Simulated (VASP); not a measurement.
A run of VASP 6.6.1:

INCAR

```
PREC = Accurate
ENCUT = 520
EDIFF = 1E-6
ISMEAR = -1
SIGMA = 0.1
LREAL = F
LASPH = T
NELM = 80
ALGO = Normal
ISIF = 2
LWAVE = F
LCHARG = F
GGA = RE
NBANDS = 10
```

KPOINTS

```
regular mesh
0
Gamma
  12 12 12
```

Contents of POSCAR:

```
Cs
1.0
   -3.1815193237      3.1815193237      3.1815193237
    3.1815193237     -3.1815193237      3.1815193237
    3.1815193237      3.1815193237     -3.1815193237
Cs
1
Direct
    0.0000000000      0.0000000000      0.0000000000
```

Potentials or basis: VASP PAW PBE potentials, release 64 (Cs_sv).

Launch:

```console
$ cat potpaw_PBE.64/Cs_sv/POTCAR > POTCAR
$ mpirun -np 1 vasp_std > vasp.out
```

Hardware: 1 thread of Intel Xeon 8259CL, with other jobs on the host.

Question: Estimate the wall time of this run.

Answer: Wall time 2 min on 1 thread of Intel Xeon 8259CL, on a shared host, peak memory 0.29 GiB. Counts: scf iterations 10, k points 72.
